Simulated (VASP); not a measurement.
Write the native input for VASP 6.6.1 that does the following.

```yaml
Task: single point
Functional: LDA
Potentials_or_basis: VASP PAW LDA potentials, release 64 (Ga_d, P)
Cutoff: 520 eV
k_mesh: 8 × 8 × 8
Occupations: gaussian, width 0.02 eV
Spin: no spin polarisation
Dipole_correction: no
Further_INCAR_settings: ALGO = Normal; EDIFF = 1e-06; NBANDS = 16
```

The structure of GaP lies in POSCAR:

```
GaP
1.0
    0.0000000000      2.6957401195      2.6957401195
    2.6957401195      0.0000000000      2.6957401195
    2.6957401195      2.6957401195      0.0000000000
Ga P
1 1
Direct
    0.0000000000      0.0000000000      0.0000000000
    0.2500000000      0.2500000000      0.2500000000
```

The input as run:

INCAR

```
SYSTEM = GaP
  PREC = Accurate
  ENCUT = 520
  EDIFF = 1E-6
  ISMEAR = 0
  SIGMA = 0.02
  LREAL = .FALSE.
  LASPH = .TRUE.
  NELM = 60
  ALGO = Normal
  ISIF = 2
  LWAVE = .FALSE.
  LCHARG = .FALSE.
  GGA = CA
  NBANDS = 16
```

KPOINTS

```
Automatic mesh
0
G
  8 8 8
  0 0 0
```

Potentials or basis: VASP PAW LDA potentials, release 64 (Ga_d, P).

The run is started by

```console
$ cat potpaw_LDA.64/Ga_d/POTCAR potpaw_LDA.64/P/POTCAR > POTCAR
$ mpirun -np 1 vasp_std > vasp.out
```

It gave:

```
Pressure               : 0.1 GPa
Band gap on the k mesh : 1.43 eV, indirect (least direct gap 1.91 eV)
```

Run time: 12 s on 1 thread of Intel(R) Xeon(R) Platinum 8559C (Emerald Rapids), on a shared host, peak memory 0.14 GiB.
